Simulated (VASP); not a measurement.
# Sb in VASP: further runs

The runs below take Sb through single point, with PBE+D3(BJ).

Program: VASP 6.6.1. These are calculated values, not measurements. Logs are shortened: lines on timing, memory, paths and dates and some standing lists are left out, and cuts for length are marked.

## 1. The cell of the first run

The cell holds a slab with vacuum, 4 atoms: a = 4.069 Å, b = 4.069 Å, c = 20.800 Å, α = 90.00°, β = 90.00°, γ = 120.00°.

## 2. Single point, PBE+D3(BJ)

File INCAR:

```
PREC = Accurate ; ENCUT = 520
EDIFF = 1E-6 ; ISMEAR = 0
SIGMA = 0.05 ; LREAL = F
LASPH = T ; NELM = 60
ALGO = Normal ; ISIF = 2
LWAVE = F ; LCHARG = F
LDIPOL = T ; IDIPOL = 3
DIPOL = 0.5 0.5 0.388 ; GGA = PE
IVDW = 12 ; NBANDS = 18
```

File KPOINTS:

```
Automatic mesh
0
Gamma
  9 9 1
```

File POSCAR:

```
Sb
1.0
    4.0686848921      0.0000000000      0.0000000000
   -2.0343424461      3.5235844766      0.0000000000
    0.0000000000      0.0000000000     20.8000277116
Sb
4
Direct
    0.3333333333      0.6666666667      0.2956733491
    0.6666666667      0.3333333333      0.2163458656
    0.1111111111      1.2222222222      0.5600967399
    0.4444444444      0.8888888889      0.4807692564
```

Potentials or basis: VASP PAW PBE potentials, release 64 (Sb).

Command:

```
$ cat potpaw_PBE.64/Sb/POTCAR > POTCAR
$ mpirun -np 1 vasp_std > vasp.out
```

OUTCAR:

```text
PREC = Accurate
   ENCUT = 520
   EDIFF = 1E-6
   ISMEAR = 0
   LREAL = F
   LASPH = T
   NELM = 60
   ISIF = 2
   GGA = PE
   IVDW = 12
 IVDW          = 12

 ion  position               nearest neighbor table
   1  0.333  0.667  0.296-   2 2.87   2 2.87   2 2.87
   2  0.667  0.333  0.216-   1 2.87   1 2.87   1 2.87
   3  0.111  0.222  0.560-   4 2.87   4 2.87   4 2.87
   4  0.444  0.889  0.481-   3 2.87   3 2.87   3 2.87

  LATTYP: Found a hexagonal cell.
 ALAT       =     4.0686848921
 C/A-ratio  =     5.1122237930

  Lattice vectors:

 A1 = (   4.0686848921,   0.0000000000,   0.0000000000)
 A2 = (  -2.0343424461,   3.5235844766,   0.0000000000)
 A3 = (   0.0000000000,   0.0000000000,  20.8000277116)

Analysis of symmetry for initial positions (statically):
=====================================================================
 Subroutine PRICEL returns:
 Original cell was already a primitive cell.

 Routine SETGRP: Setting up the symmetry group for a
 hexagonal supercell.

 Subroutine GETGRP returns: Found  4 space group operations
 (whereof  2 operations were pure point group operations)
 out of a pool of 24 trial point group operations.

The static configuration has the point symmetry C_1h.
 The point group associated with its full space group is C_2h.

Analysis of symmetry for dynamics (positions and initial velocities):
=====================================================================
 Subroutine PRICEL returns:
 Original cell was already a primitive cell.

 Routine SETGRP: Setting up the symmetry group for a
 hexagonal supercell.

 Subroutine GETGRP returns: Found  4 space group operations
 (whereof  2 operations were pure point group operations)
 out of a pool of 24 trial point group operations.

The dynamic configuration has the point symmetry C_1h.
 The point group associated with its full space group is C_2h.

 Subroutine INISYM returns: Found  4 space group operations
 (whereof  2 operations are pure point group operations),
 and found     1 'primitive' translations

----------------------------------------------------------------------------------------

                                     Primitive cell

  volume of cell :     298.1966

  direct lattice vectors                    reciprocal lattice vectors
     4.068684892  0.000000000  0.000000000     0.245779663  0.141900954  0.000000000
    -2.034342446  3.523584477  0.000000000     0.000000000  0.283801909  0.000000000
     0.000000000  0.000000000 20.800027712     0.000000000  0.000000000  0.048076859

  length of vectors
     4.068684892  4.068684892 20.800027712     0.283801909  0.283801909  0.048076859

  position of ions in fractional coordinates (direct lattice)
     0.333333333  0.666666667  0.295673349
     0.666666667  0.333333333  0.216345866
     0.111111111  0.222222222  0.560096740
     0.444444444  0.888888889  0.480769256

  ion indices of the primitive-cell ions
   primitive index   ion index
                 1           1
                 2           2
                 3           3
                 4           4

----------------------------------------------------------------------------------------

 KPOINTS: Automatic mesh

Automatic generation of k-mesh.
 Grid dimensions read from file:
 generate k-points for:    9    9    1

 Generating k-lattice:

  Cartesian coordinates                     Fractional coordinates (reciprocal lattice)
     0.027308851  0.015766773  0.000000000     0.111111111 -0.000000000  0.000000000
     0.000000000  0.031533545  0.000000000     0.000000000  0.111111111  0.000000000
     0.000000000  0.000000000  0.048076859     0.000000000  0.000000000  1.000000000

  Length of vectors
     0.031533545  0.031533545  0.048076859

  Shift w.r.t. Gamma in fractional coordinates (k-lattice)
     0.000000000  0.000000000  0.000000000

 Subroutine IBZKPT returns following result:
 ===========================================

 Found     25 irreducible k-points:

 Following reciprocal coordinates:
            Coordinates               Weight
  0.000000  0.000000  0.000000      1.000000
  0.111111 -0.000000  0.000000      4.000000
  0.000000  0.111111  0.000000      2.000000
  0.222222 -0.000000  0.000000      4.000000
  0.000000  0.222222  0.000000      2.000000
  0.333333 -0.000000  0.000000      4.000000
[... 16 lines left out ...]
 -0.222222 -0.444444  0.000000      4.000000
  0.444444  0.333333  0.000000      4.000000
   k-points           NKPTS =     25   k-points in BZ     NKDIM =     25   number of bands    NBANDS=     18
   number of dos      NEDOS =    301   number of ions     NIONS =      4
   total plane-waves  NPLWV = 144000
   dimension x,y,z NGX =    30 NGY =   30 NGZ =  160
   dimension x,y,z NGXF=    60 NGYF=   60 NGZF=  320
   ions per type =               4
   NGX,Y,Z   is equivalent  to a cutoff of  12.26, 12.26, 12.79 a.u.
   NGXF,Y,Z  is equivalent  to a cutoff of  24.52, 24.52, 25.58 a.u.
 SYSTEM =  unknown system
   PREC   = accura    normal or accurate (medium, high low for compatibility)
   ISTART =      0    job   : 0-new  1-cont  2-samecut
   ICHARG =      2    charge: 1-file 2-atom 10-const
   ISPIN  =      1    spin polarized calculation?
   LNONCOLLINEAR =      F non collinear calculations
   LSORBIT =      F    spin-orbit coupling
   LASPH  =      T    aspherical Exc in radial PAW
   ENCUT  =  520.0 eV  38.22 Ry    6.18 a.u.   7.57  7.57 38.67*2*pi/ulx,y,z
   NELM   =     60;   NELMIN=  2; NELMDL= -5     # of ELM steps
   EDIFF  = 0.1E-05   stopping-criterion for ELM
   LREAL  =      F    real-space projection
   EDIFFG = 0.1E-04   stopping-criterion for IOM
   NSW    =      0    number of steps for IOM
   IBRION =     -1    ionic relax: 0-MD 1-quasi-New 2-CG
   NFREE  =      0    steps in history (QN), initial steepest desc. (CG)
   ISIF   =      2    stress and relaxation
   ISYM   =      2    0-nonsym 1-usesym 2-fastsym
   POTIM  = 0.5000    time-step for ionic-motion
   TEBEG  =    0.0;   TEEND  =   0.0 temperature during run
   PSTRESS=    0.0 pullay stress
   NELECT =      20.0000    total number of electrons
   NUPDOWN=      -1.0000    fix difference up-down
   EMIN   =  10.00;   EMAX   =-10.00  energy-range for DOS
   EFERMI =   0.00;   METHOD = LEGACY
   ISMEAR =     0;   SIGMA  =   0.05  broadening in eV -4-tet -1-fermi 0-gaus
   EFERMI_NEDOS =   21; number of points for ismear=-14 and -15
   IALGO  =     38    algorithm
   IMIX   =      4    mixing-type and parameters
     AMIX     =   0.40;   BMIX     =  1.00
     AMIX_MAG =   1.60;   BMIX_MAG =  1.00
  volume/ion in A,a.u.               =      74.55       503.08
  Fermi-wavevector in a.u.,A,eV,Ry     =   0.665146  1.256945  6.019487  0.442420
  Thomas-Fermi vector in A             =   1.739052
   LORBIT       =      0    0 simple, 1 ext, 2 COOP (PROOUT), +10 PAW based schemes
   GGA     = PE    functional components
   LHFCALC =     F    Hartree Fock is set to
   AEXX    =    0.0000 exact exchange contribution
   IVDW    =    12    specifies the selected vdW correction
   LEPSILON=     F    determine dielectric tensor
   LRPA    =     F    only Hartree local field effects (RPA)
 non-spin polarized calculation
 Gauss-broadening in eV      SIGMA  =   0.05
  energy-cutoff  :      520.00
  volume of cell :      298.20
 maximum number of plane-waves:      8073
   NGX = 15   NGY = 15   NGZ = 77

 dipolmoment           0.000000      0.000000      0.000011 electrons x Angstroem

 number of electron      20.0000000 magnetization

 dipolmoment           0.000000      0.000000     -0.000001 electrons x Angstroem

 Free energy of the ion-electron system (eV)
  ---------------------------------------------------
  ext. energy  EPLUGINS =         0.00000000
  ---------------------------------------------------
  free energy    TOTEN  =       -16.17765860 eV

  energy without entropy =      -16.17765860  energy(sigma->0) =      -16.17765860

 E-fermi :   0.1408     XC(G=0):  -4.7543

 val. band max:       -0.1045318617   @ k =   0.0000   0.0000   0.0000
 cond. band min:       0.7773657131   @ k =   0.3333  -0.0000   0.0000
 fundamental gap:      0.8818975748
 Fermi energy:         0.1408308377

 k-point     1 :       0.0000    0.0000    0.0000
  band No.  band energies     occupation
      1     -11.6564      2.00000
      2     -11.5901      2.00000
      3      -6.8032      2.00000
      4      -6.3583      2.00000
      5      -1.4774      2.00000
      6      -0.2667      2.00000
[... 10 lines left out ...]
     17       4.0799      0.00000
     18       4.4212      0.00000

 k-point     2 :       0.1111   -0.0000    0.0000
  band No.  band energies     occupation
      1     -11.5213      2.00000
      2     -11.4545      2.00000
      3      -6.7780      2.00000
      4      -6.3571      2.00000
      5      -1.5279      2.00000
      6      -1.2411      2.00000
[... 10 lines left out ...]
     17       4.2560      0.00000
     18       4.5728      0.00000

 k-point     3 :       0.0000    0.1111    0.0000
  band No.  band energies     occupation
      1     -11.5212      2.00000
      2     -11.4546      2.00000
      3      -6.7777      2.00000
      4      -6.3575      2.00000
      5      -1.5244      2.00000
      6      -1.2347      2.00000
[... 10 lines left out ...]
     17       4.2574      0.00000
     18       4.5708      0.00000

 k-point     4 :       0.2222   -0.0000    0.0000
  band No.  band energies     occupation
      1     -11.1244      2.00000
      2     -11.0558      2.00000
      3      -6.8074      2.00000
      4      -6.4760      2.00000
      5      -2.7741      2.00000
      6      -2.5451      2.00000
[... 10 lines left out ...]
     17       4.6318      0.00000
     18       4.9363      0.00000

 k-point     5 :       0.0000    0.2222    0.0000
  band No.  band energies     occupation
      1     -11.1234      2.00000
      2     -11.0564      2.00000
      3      -6.8078      2.00000
      4      -6.4759      2.00000
      5      -2.7822      2.00000
      6      -2.5290      2.00000
[... 10 lines left out ...]
     17       4.6421      0.00000
     18       4.9056      0.00000

 k-point     6 :       0.3333   -0.0000    0.0000
  band No.  band energies     occupation
      1     -10.5028      2.00000
      2     -10.4305      2.00000
      3      -7.1955      2.00000
      4      -7.0096      2.00000
      5      -3.5018      2.00000
      6      -3.1612      2.00000
[... 10 lines left out ...]
     17       5.0865      0.00000
     18       5.3343      0.00000

 k-point     7 :       0.0000    0.3333    0.0000
  band No.  band energies     occupation
      1     -10.4994      2.00000
      2     -10.4329      2.00000
      3      -7.2045      2.00000
      4      -7.0019      2.00000
      5      -3.4964      2.00000
      6      -3.1535      2.00000
[... 10 lines left out ...]
     17       5.0424      0.00000
     18       5.2477      0.00000

 k-point     8 :       0.4444   -0.0000    0.0000
  band No.  band energies     occupation
      1      -9.8205      2.00000
      2      -9.7418      2.00000
      3      -7.8959      2.00000
      4      -7.8004      2.00000
      5      -3.4895      2.00000
      6      -3.1361      2.00000
[... 10 lines left out ...]
     17       4.6713      0.00000
     18       5.3937      0.00000
[... 229 lines left out ...]
     17       5.1692      0.00000
     18       5.2368      0.00000

 k-point    20 :       0.2222    0.2222    0.0000
  band No.  band energies     occupation
      1     -10.1350      2.00000
      2     -10.0644      2.00000
      3      -7.4547      2.00000
      4      -7.2983      2.00000
      5      -3.1957      2.00000
      6      -2.9510      2.00000
[... 10 lines left out ...]
     17       5.6228      0.00000
     18       5.6622      0.00000

 k-point    21 :      -0.4444    0.2222    0.0000
  band No.  band energies     occupation
      1     -10.1383      2.00000
      2     -10.0622      2.00000
      3      -7.4478      2.00000
      4      -7.3033      2.00000
      5      -3.2094      2.00000
      6      -2.9809      2.00000
[... 10 lines left out ...]
     17       5.6264      0.00000
     18       5.6385      0.00000

 k-point    22 :       0.3333    0.2222    0.0000
  band No.  band energies     occupation
      1      -9.4363      2.00000
      2      -9.3569      2.00000
      3      -8.1273      2.00000
      4      -8.0291      2.00000
      5      -3.5511      2.00000
      6      -3.4969      2.00000
[... 10 lines left out ...]
     17       5.6901      0.00000
     18       5.9336      0.00000

 k-point    23 :      -0.2222   -0.4444    0.0000
  band No.  band energies     occupation
      1      -9.4282      2.00000
      2      -9.3634      2.00000
      3      -8.1387      2.00000
      4      -8.0199      2.00000
      5      -3.5293      2.00000
      6      -3.5079      2.00000
[... 10 lines left out ...]
     17       5.8076      0.00000
     18       5.9225      0.00000

 k-point    24 :       0.4444    0.3333    0.0000
  band No.  band energies     occupation
      1      -9.4397      2.00000
      2      -9.3546      2.00000
      3      -8.1202      2.00000
      4      -8.0345      2.00000
      5      -3.5477      2.00000
      6      -3.5021      2.00000
[... 10 lines left out ...]
     17       5.6725      0.00000
     18       5.8985      0.00000

 [... further k-points ...]

------------------------ aborting loop because EDIFF is reached ----------------------------------------

 vacuum level on the upper side and lower side of the slab       (xc-potential included)        -0.128        -0.127

 Edisp (eV)   -1.16187

 E8    (eV) :    -0.5565

  FORCE on cell =-STRESS in cart. coord.  units (eV):
  Direction    XX          YY          ZZ          XY          YZ          ZX
  --------------------------------------------------------------------------------------
  -------------------------------------------------------------------------------------
  Total       0.15964     0.03071     0.21339    -0.00000     0.26169    -0.00000
  in kB       0.85775     0.16500     1.14654    -0.00000     1.40605    -0.00000
  external pressure =        0.72 kB  Pullay stress =        0.00 kB

 VOLUME and BASIS-vectors are now :
 -----------------------------------------------------------------------------
  energy-cutoff  :      520.00
  volume of cell :      298.20
      direct lattice vectors                 reciprocal lattice vectors
     4.068684892  0.000000000  0.000000000     0.245779663  0.141900954  0.000000000
    -2.034342446  3.523584477  0.000000000     0.000000000  0.283801909  0.000000000
     0.000000000  0.000000000 20.800027712     0.000000000  0.000000000  0.048076859

 POSITION                                       TOTAL-FORCE (eV/Angst)
 -----------------------------------------------------------------------------------
     -0.00000      2.34906      6.15001         0.000000     -0.026520      0.116311
      2.03434      1.17453      4.50000         0.000000     -0.022767     -0.095743
     -0.00000      0.78302     11.65003        -0.000000      0.022767      0.095743
     -0.00000      3.13208     10.00001        -0.000000      0.026520     -0.116311
 -----------------------------------------------------------------------------------
    total drift:                                0.000000     -0.000000     -0.000016

  FREE ENERGIE OF THE ION-ELECTRON SYSTEM (eV)
  ---------------------------------------------------
  free  energy   TOTEN  =       -17.3395286746 eV

  energy  without entropy=      -17.3395286746  energy(sigma->0) =      -17.33952867

 vacuum level on the upper side and lower side of the slab         4.524         4.526
```

It took 4.1 min on 1 thread of AMD EPYC 7R13, shared host; peak memory 0.38 GiB.

Results:

| Property | Result |
| --- | --- |
| Free energy | -17.3395 eV |
| Largest force | 0.119 eV/Å |
| Band gap on the k mesh | 0.88 eV, indirect (least direct gap 1.36 eV) |
| Dispersion energy per atom | -0.290 eV |

Forces in eV/Å, atoms in the order of the input:
```
Sb   0.000 -0.027  0.116
Sb   0.000 -0.023 -0.096
Sb   0.000  0.023  0.096
Sb   0.000  0.027 -0.116
```

Caveat: spin-orbit coupling is left out, which moves the levels of the heavy elements.

## 3. Single point, PBE+D3(BJ)

File INCAR:

```
SYSTEM = Sb
PREC = Accurate ; ENCUT = 520
EDIFF = 1E-7 ; ISMEAR = 0
SIGMA = 0.05 ; LREAL = .False.
LASPH = .True. ; NELM = 60
ALGO = Normal ; ISIF = 2
LWAVE = .False. ; LCHARG = .False.
LDIPOL = .True. ; IDIPOL = 3
DIPOL = 0.5 0.5 0.388 ; GGA = PE
IVDW = 12 ; NBANDS = 18
```

File KPOINTS:

```
regular mesh
0
Gamma
  9 9 1
  0 0 0
```

POSCAR: that of step 2 with these lines changed.

```diff
@@ -10,3 +10,3 @@
     0.6666666667      0.3333333333      0.2163458656
-    0.1111111111      1.2222222222      0.5600967399
-    0.4444444444      0.8888888889      0.4807692564
+    0.2222222222      1.1111111111      0.5600967399
+    0.5555555556      0.7777777778      0.4807692564
```

Potentials or basis: VASP PAW PBE potentials, release 64 (Sb).

Command:

```
$ cat potpaw_PBE.64/Sb/POTCAR > POTCAR
$ mpirun -np 1 vasp_std > vasp.out
```

OUTCAR:

```text
SYSTEM = Sb
   PREC = Accurate
   ENCUT = 520
   EDIFF = 1E-7
   ISMEAR = 0
   LREAL = .False.
   LASPH = .True.
   NELM = 60
   ISIF = 2
   GGA = PE
   IVDW = 12
 IVDW          = 12

 ion  position               nearest neighbor table
   1  0.333  0.667  0.296-   2 2.87   2 2.87   2 2.87
   2  0.667  0.333  0.216-   1 2.87   1 2.87   1 2.87
   3  0.222  0.111  0.560-   4 2.87   4 2.87   4 2.87
   4  0.556  0.778  0.481-   3 2.87   3 2.87   3 2.87

[... 715 lines left out ...]
  Direction    XX          YY          ZZ          XY          YZ          ZX
  --------------------------------------------------------------------------------------
  -------------------------------------------------------------------------------------
  Total       0.16268     0.05246     0.22174     0.09545     0.11545     0.19996
  in kB       0.87406     0.28186     1.19141     0.51286     0.62029     1.07437
  external pressure =        0.78 kB  Pullay stress =        0.00 kB

 VOLUME and BASIS-vectors are now :
 -----------------------------------------------------------------------------
  energy-cutoff  :      520.00
  volume of cell :      298.20
      direct lattice vectors                 reciprocal lattice vectors
     4.068684892  0.000000000  0.000000000     0.245779663  0.141900954  0.000000000
    -2.034342446  3.523584477  0.000000000     0.000000000  0.283801909  0.000000000
     0.000000000  0.000000000 20.800027712     0.000000000  0.000000000  0.048076859

 POSITION                                       TOTAL-FORCE (eV/Angst)
 -----------------------------------------------------------------------------------
     -0.00000      2.34906      6.15001        -0.019556     -0.011291      0.111896
      2.03434      1.17453      4.50000        -0.017725     -0.010234     -0.094592
      0.67811      0.39151     11.65003         0.017725      0.010234      0.094592
      0.67811      2.74057     10.00001         0.019556      0.011291     -0.111896
 -----------------------------------------------------------------------------------
    total drift:                               -0.000000     -0.000000     -0.000010

  FREE ENERGIE OF THE ION-ELECTRON SYSTEM (eV)
  ---------------------------------------------------
  free  energy   TOTEN  =       -17.3377899166 eV

  energy  without entropy=      -17.3377899166  energy(sigma->0) =      -17.33778992

 vacuum level on the upper side and lower side of the slab         4.530         4.532
```

OSZICAR:

```text
N       E                     dE             d eps       ncg     rms          rms(c)
DAV:   1     0.103700046882E+03    0.10370E+03   -0.58753E+03   900   0.783E+02
DAV:   2    -0.641165828350E+01   -0.11011E+03   -0.10548E+03  1214   0.129E+02
DAV:   3    -0.160258632626E+02   -0.96142E+01   -0.95435E+01  1282   0.439E+01
DAV:   4    -0.162531068000E+02   -0.22724E+00   -0.22688E+00  1072   0.785E+00
[... 10 lines left out ...]
DAV:  15    -0.161759196218E+02   -0.46473E-04   -0.10673E-06  1056   0.495E-03    0.782E-04
DAV:  16    -0.161759353010E+02   -0.15679E-04   -0.37532E-07   972   0.210E-03    0.423E-04
DAV:  17    -0.161759402701E+02   -0.49691E-05   -0.18325E-07   844   0.129E-03    0.150E-04
DAV:  18    -0.161759407680E+02   -0.49794E-06   -0.21451E-08   904   0.541E-04    0.394E-05
DAV:  19    -0.161759407895E+02   -0.21449E-07   -0.24280E-09   752   0.208E-04
   1 F= -.17337790E+02 E0= -.17337790E+02  d E =-.650848E-14
```

Wall time 4.9 min (1 thread of AMD EPYC 7R13, shared host); peak memory 0.4 GiB.

Results:

```
Free energy                : -17.3378 eV
Largest force              : 0.114 eV/Å
Band gap on the k mesh     : 0.87 eV, indirect (least direct gap 1.38 eV)
Dispersion energy per atom : -0.290 eV
```

Forces on the atoms (eV/Å):
```
Sb  -0.020 -0.011  0.112
Sb  -0.018 -0.010 -0.095
Sb   0.018  0.010  0.095
Sb   0.020  0.011 -0.112
```

Caveat: spin-orbit coupling is left out, which moves the levels of the heavy elements.
